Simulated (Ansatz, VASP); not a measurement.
One calculation of Ti3Se, two programs

```
Se Ti
1.0
     3.21862    0.00000    0.00000
    -1.60931    2.78741    0.00000
     0.00000    0.00000    7.99535
Se Ti
1 3
Direct
  0.00000 0.00000 0.00000
  0.66667 0.33333 0.50000
  0.33333 0.66667 0.77290
  0.33333 0.66667 0.22710
```

Change from the starting cell: volume scaled by 1.02.

Alike in both runs: task single point; functional PBEsol; k mesh 10 × 10 × 4; occupations fermi-dirac, width 0.05 eV; no spin polarisation.

```csv
,VASP,Ansatz
version,VASP 6.6.1,Ansatz 0.2.0
potentials or method,"VASP PAW PBE potentials, release 64 (Se, Ti_sv), cutoff 520 eV","all-electron LAPW, scalar-relativistic"
```

```csv
,VASP,Ansatz,Ansatz less VASP
gap on the k mesh at the Fermi level (eV),none,none,-
pressure (GPa),-6.3,-6.5,-0.11
"traceless stress, the component that is largest in VASP (GPa)",-0.48,-0.48,+0.002
rms of the force components (eV/Å),0.052,0.062,+0.0097
```

VASP's potentials were made for PBE, not for PBEsol. Atom by atom the forces differ by 0.010 eV/Å (rms over components). A gap of «none» marks a metal or a gap that the smearing closes. Ansatz ran all-electron here, and VASP with PAW potentials.
